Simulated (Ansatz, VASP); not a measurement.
## Al2O3 in VASP and in Ansatz

```xyz
20
Lattice="7.0899 0.0000 0.0000 0.0000 4.8469 0.0000 0.0000 0.0000 4.9854" Properties=species:S:1:pos:R:3 pbc="T T T"
Al    2.7679    1.2222    0.1521
Al    4.3221    1.2222    2.3406
Al    0.7771    1.2013    2.6448
Al    6.3128    1.2013    4.8333
Al    4.3221    3.6248    4.8333
Al    2.7679    3.6248    2.6448
Al    6.3128    3.6456    2.3406
Al    0.7771    3.6456    0.1521
O     4.6368    0.5187    0.5084
O     2.4531    0.5187    1.9843
O     5.9981    1.9047    3.0011
O     1.0919    1.9047    4.4770
O     2.4531    4.3282    4.4770
O     4.6368    4.3282    3.0011
O     1.0919    2.9422    1.9843
O     5.9981    2.9422    0.5084
O     0.0000    0.2395    1.2464
O     3.5450    2.1840    3.7391
O     0.0000    4.6075    3.7391
O     3.5450    2.6629    1.2464
```

Alike in both runs: task single point; functional PBE; k mesh 4 × 6 × 6; occupations gaussian, width 0.02 eV; no spin polarisation.

|  | VASP | Ansatz |
| --- | --- | --- |
| version | VASP 6.6.1 | Ansatz 0.2.0 |
| potentials or method | VASP PAW PBE potentials, release 64 (Al, O), cutoff 520 eV | scalar-relativistic, plane waves, PAW |
| valence electrons in the cell | 96 | 96 |

|  | VASP | Ansatz | Ansatz less VASP |
| --- | --- | --- | --- |
| gap on the k mesh at the Fermi level (eV) | 5.31 | 5.32 | +0.006 |
| least direct gap on the mesh (eV) | 5.31 | 5.32 | +0.006 |
| pressure (GPa) | 0.0 | 0.2 | +0.17 |
| traceless stress, the component that is largest in VASP (GPa) | 0.05 | 0.05 | +0.008 |
| rms of the force components (eV/Å) | 0.001 | 0.003 | +0.0019 |

Atom by atom the forces differ by 0.003 eV/Å (rms over components).
